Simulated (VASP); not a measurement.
A run of VASP 6.6.1:

Contents of INCAR:

```
PREC = Accurate ; ENCUT = 500
EDIFF = 1E-6 ; ISMEAR = 0
SIGMA = 0.01 ; LREAL = False
LASPH = True ; NELM = 120
ALGO = Normal ; ISIF = 2
LWAVE = False ; LCHARG = True
GGA = PE ; LELF = True
LVHAR = True ; NBANDS = 12
GGA_COMPAT = False
```

The input KPOINTS:

```
regular mesh
0
Gamma
  4 4 4
```

Contents of POSCAR:

```
As
1.0
    1.8807968987      1.0858785957      3.5140619945
   -1.8807968987      1.0858785957      3.5140619945
    0.0000000000     -2.1717571915      3.5140619945
As
2
Direct
    0.2260000000      0.2260000000      0.2260000000
    0.7740000000      0.7740000000      0.7740000000
```

Potentials or basis: VASP PAW PBE potentials, release 64 (As).

Run with:

```console
$ cat potpaw_PBE.64/As/POTCAR > POTCAR
$ mpirun -np 1 vasp_std > vasp.out
```

Hardware: 1 thread of AMD EPYC 9R45 (Zen 5), with other jobs on the host.

Question: How long does it take, and how much memory?

Answer: Wall time 7.6 s on 1 thread of AMD EPYC 9R45 (Zen 5), on a shared host, peak memory 0.12 GiB. Counts: scf iterations 10, k points 13.
